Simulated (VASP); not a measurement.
## B: relaxation of cell and atoms with revPBE

The system is B.

```
B
1.0
     0.00000    2.06831    2.06831
     2.06831    0.00000    2.06831
     2.06831    2.06831    0.00000
B
2
Direct
  0.12500 0.12500 0.12500
  0.87500 0.87500 0.87500
```

| Quantity | Value |
| --- | --- |
| Program | VASP 6.6.1 |
| Task | relaxation of cell and atoms |
| Functional | revPBE |
| Potentials or basis | VASP PAW PBE potentials, release 64 (B) |
| Cutoff | 600 eV |
| k mesh | 13 × 13 × 13 |
| Occupations | fermi-dirac, width 0.1 eV |
| Spin | no spin polarisation |
| Dipole correction | no |
| Further INCAR settings | ALGO = Normal; EDIFF = 1e-07; IBRION = 2; EDIFFG = -0.01; NSW = 80; ISIF = 3 |

* Relaxed volume: 8.43 Å³/atom
* Relaxed cell: a = 2.879 Å, b = 2.879 Å, c = 2.879 Å, α = 60.00°, β = 60.00°, γ = 60.00°
* Space group after relaxing (to 0.05 Å): Fd-3m (No. 227)
* Energy gained by relaxing: 10.1 meV/atom
* Ionic steps: 3
* Pressure after relaxing: 0.0 GPa
* Band gap on the k mesh: zero (band 3 reaches 7.73 eV, above the bottom of band 4 at 1.19 eV)

The path:
```
step  energy change (eV)  largest force (eV/Å)  pressure (GPa)  volume (Å³)
   1              0.0000                0.0000           -7.56        17.70
   2             -0.0187                0.0000            2.33        16.65
   3             -0.0202                0.0000            0.02        16.87
```

Final structure:
```yaml
crystal:
  lattice:
    - [0.00000, 2.03554, 2.03554]
    - [2.03554, 0.00000, 2.03554]
    - [2.03554, 2.03554, 0.00000]
  atoms:
    - { symbol: B, position: [0.12500, 0.12500, 0.12500] }
    - { symbol: B, position: [0.87500, 0.87500, 0.87500] }
```

Levels at points of the mesh, in eV from the Fermi level:
```csv
k point,band 1,band 2,band 3,band 4,band 5,band 6
"(0.00, 0.00, 0.00)",-12.83,4.00,4.00,4.00,8.11,8.11
```

Wall time 9.1 s on 1 thread of Intel Xeon 6975P-C, on a shared host, peak memory 0.13 GiB.

Caveat: the PAW data sets were made with another functional, which shifts forces and pressure a little.
